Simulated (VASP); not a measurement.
Input of a VASP 6.6.1 run:

File INCAR:

```
SYSTEM = LiF
PREC = Accurate
ENCUT = 520
EDIFF = 1E-6
ISMEAR = 0
SIGMA = 0.02
LREAL = .FALSE.
LASPH = .TRUE.
NELM = 60
ALGO = Normal
ISIF = 2
LWAVE = .FALSE.
LCHARG = .FALSE.
GGA = PE
NBANDS = 18
```

Contents of KPOINTS:

```
regular mesh
0
G
  12 12 6
  0 0 0
```

File POSCAR:

```
LiF
1.0
    3.1246732426      0.0000000000      0.0000000000
   -1.5623366213      2.7060464066      0.0000000000
    0.0000000000      0.0000000000      4.9034934724
Li F
2 2
Direct
    0.3333333333      0.6666666667      0.3809133199
    0.6666666667      0.3333333333      0.8809133199
    0.3333333333      0.6666666667      0.9940846801
    0.6666666667      0.3333333333      0.4940846801
```

Potentials or basis: VASP PAW PBE potentials, release 64 (Li_sv, F).

Launch:

```bash
$ cat potpaw_PBE.64/Li_sv/POTCAR potpaw_PBE.64/F/POTCAR > POTCAR
$ mpirun -np 1 vasp_std > vasp.out
```

**Question.** What does it give for the band gap on the k mesh?

**Answer.** 7.59 eV.

 A k mesh can miss the band edges.
